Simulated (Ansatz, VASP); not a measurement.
# One calculation of Si, two programs

```
CELL_PARAMETERS angstrom
0.00000 5.43000 5.43000
5.43000 0.00000 5.43000
5.43000 5.43000 0.00000
ATOMIC_POSITIONS crystal
Si 0.00395 0.99638 0.99640
Si 0.13256 0.12221 0.12238
Si 0.00377 0.99666 0.50278
Si 0.12539 0.12645 0.62386
Si 0.00373 0.50258 0.99679
Si 0.12536 0.62380 0.12644
Si 0.00045 0.49982 0.49983
Si 0.12525 0.62406 0.62421
Si 0.50097 0.99929 0.99961
Si 0.62357 0.12237 0.12238
Si 0.49767 0.99689 0.50258
Si 0.62345 0.12270 0.63116
Si 0.49763 0.50252 0.99688
Si 0.62346 0.63083 0.12286
Si 0.49749 0.50275 0.50290
Si 0.62693 0.62431 0.62435
Si 0.75125 0.24925 0.24953
```

Alike in both runs: functional PBEsol; k mesh 2 × 2 × 2; occupations fermi-dirac, width 0.05 eV; no spin polarisation.

Ansatz relaxed the structure, and its values are those at the end. VASP's run is a single point on that final structure, the one shown.

|  | VASP | Ansatz |
| --- | --- | --- |
| version | VASP 6.6.1 | Ansatz 0.2.0 |
| potentials or method | VASP PAW PBE potentials, release 64 (Si), cutoff 520 eV | scalar-relativistic, plane waves, PAW |
| valence electrons in the cell | 68 | 68 |

VASP gave:

| Property | Result |
| --- | --- |
| rms of the force components (eV/Å) | 0.008 |

Question: Which values does Ansatz return?

Answer: rms of the force components (eV/Å): 0.007.

VASP's potentials were made for PBE, not for PBEsol, and Ansatz warns of the same on its side. With one functional, cell and mesh, what is left measures potentials, basis and numerics.

The k mesh is coarse, so the values compare programs but aren't converged.
